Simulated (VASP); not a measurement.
Here is a VASP 6.6.1 calculation.

File INCAR:

```
  ALGO = Normal
  EDIFF = 1E-6
  ENCUT = 520
  GGA = CA
  ISIF = 2
  ISMEAR = 0
  LASPH = T
  LCHARG = F
  LREAL = F
  LWAVE = F
  NBANDS = 11
  NELM = 100
  PREC = Accurate
  SIGMA = 0.01
```

File KPOINTS:

```
k-points
0
Gamma
  8 8 8
```

The input POSCAR:

```
BeTe
1.0
    2.6660557446      2.6660557446      0.0000000000
   -2.6660557446      2.6660557446      0.0000000000
    0.0000000000      2.6660557446      2.6660557446
Be Te
1 1
Direct
    0.0000000000      0.0000000000      0.0000000000
    0.7500000000      0.2500000000      0.5000000000
```

Potentials or basis: VASP PAW LDA potentials, release 64 (Be, Te).

Command:

```console
$ cat potpaw_LDA.64/Be/POTCAR potpaw_LDA.64/Te/POTCAR > POTCAR
$ mpirun -np 1 vasp_std > vasp.out
```

(1) Predict the band gap on the k mesh.

(2) What does it give for the pressure?

## Answers

(1) 1.44 eV, indirect (least direct gap 3.41 eV).

(2) 10.4 GPa.

Caveat: spin-orbit coupling is left out, which moves the levels of the heavy elements.
